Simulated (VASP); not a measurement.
Write the native input for VASP 6.6.1 that does the following.

```
Task                   : single point
Functional             : PBEsol
Potentials or basis    : VASP PAW PBE potentials, release 64 (Ti_sv)
Cutoff                 : 520 eV
k mesh                 : 17 × 17 × 9
Occupations            : fermi-dirac, width 0.08 eV
Spin                   : no spin polarisation
Dipole correction      : no
Further INCAR settings : ALGO = Normal; EDIFF = 1e-07; NBANDS = 19
```

The structure of Ti lies in POSCAR:

```
Ti
1.0
    2.8508401546      0.0000000000      0.0000000000
   -1.4254200773      2.4688999960      0.0000000000
    0.0000000000      0.0000000000      4.5173987903
Ti
2
Direct
    0.3333333333      0.6666666667      0.2500000000
    0.6666666667      0.3333333333      0.7500000000
```

This cell differs from its parent crystal: volume scaled by 0.95.

These files were run (other wordings do the same):

INCAR

```
PREC     = Accurate       # precision mode
ENCUT    = 520            # plane-wave cutoff, eV
EDIFF    = 1E-7           # SCF threshold, eV
ISMEAR   = -1             # smearing method
SIGMA    = 0.08           # smearing width, eV
LREAL    = F              # projectors in reciprocal space
LASPH    = T              # aspherical terms in the spheres
NELM     = 80             # most SCF steps
ALGO     = Normal         # electronic algorithm
ISIF     = 2              # what is computed and relaxed
LWAVE    = F              # write WAVECAR
LCHARG   = F              # write CHGCAR
GGA      = PS             # functional
NBANDS   = 19             # bands
```

KPOINTS

```
Automatic mesh
0
Gamma
  17 17 9
```

Potentials or basis: VASP PAW PBE potentials, release 64 (Ti_sv).

The run is started by

```console
$ cat potpaw_PBE.64/Ti_sv/POTCAR > POTCAR
$ mpirun -np 1 vasp_std > vasp.out
```

It gave:

| Property | Result |
| --- | --- |
| Pressure | 6.3 GPa |
| Band gap on the k mesh | zero (band 12 reaches 9.99 eV, above the bottom of band 13 at 8.88 eV) |

Caveat: the PAW data sets were made with another functional, which shifts forces and pressure a little.

Wall time 100 s on 1 thread of Intel Xeon 8259CL, with other jobs on the host, peak memory 0.21 GiB.
